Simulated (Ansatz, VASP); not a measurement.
Cu: VASP beside Ansatz

File INCAR:

```
PREC = Accurate
ENCUT = 520
EDIFF = 1E-6
ISMEAR = 0
SIGMA = 0.014
LREAL = F
LASPH = T
NELM = 80
ALGO = Normal
ISIF = 2
LWAVE = F
LCHARG = T
GGA = PE
LELF = T
LVHAR = T
NBANDS = 12
```

The input KPOINTS:

```
Automatic mesh
0
Gamma
  13 13 13
```

File POSCAR:

```
Cu
1.0
   -1.4427933200      1.4427933200      1.3760814500
    1.4427933200     -1.4427933200      1.3760814500
    1.4427933200      1.4427933200     -1.3760814500
Cu
1
Direct
    0.0000000000      0.0000000000      0.0000000000
```

File input.yaml:

```yaml
crystal:
  lattice:
    - [-1.44279332, 1.44279332, 1.37608145]
    - [1.44279332, -1.44279332, 1.37608145]
    - [1.44279332, 1.44279332, -1.37608145]
  atoms:
    - { symbol: Cu, position: [0.0, 0.0, 0.0] }
hamiltonian:
  xc: pbe
  pseudopotentials: { kind: paw }
kpoints:
  mp_grid: { grid: [13, 13, 13] }
scf:
  occupations: { method: gaussian, width: 0.014 }
output:
  forces: true
  stress: true
  eigenvalues: true
```

Alike in both runs: task single point; functional PBE; k mesh 13 × 13 × 13; occupations gaussian, width 0.014 eV; no spin polarisation.

|  | VASP | Ansatz |
| --- | --- | --- |
| version | VASP 6.6.1 | Ansatz 0.2.0 |
| potentials or method | VASP PAW PBE potentials, release 64 (Cu) | Ansatz PAW |
| plane-wave cutoff (eV) | 520 | 420 |
| valence electrons in the cell | 11 | 19 |

Ansatz gave:

```
gap on the k mesh at the Fermi level (eV)                     : none
pressure (GPa)                                                : 7.2
traceless stress, the component that is largest in VASP (GPa) : 0.20
```

Estimate VASP's values.

gap on the k mesh at the Fermi level (eV): none; pressure (GPa): 7.8; traceless stress, the component that is largest in VASP (GPa): -0.05.

A gap of «none» marks a metal or a gap that the smearing closes. With one functional, cell and mesh, what is left measures potentials, basis and numerics. VASP's potentials hold 11 valence electrons a cell and Ansatz's 19, so a difference there can come from the potentials and not from the codes.
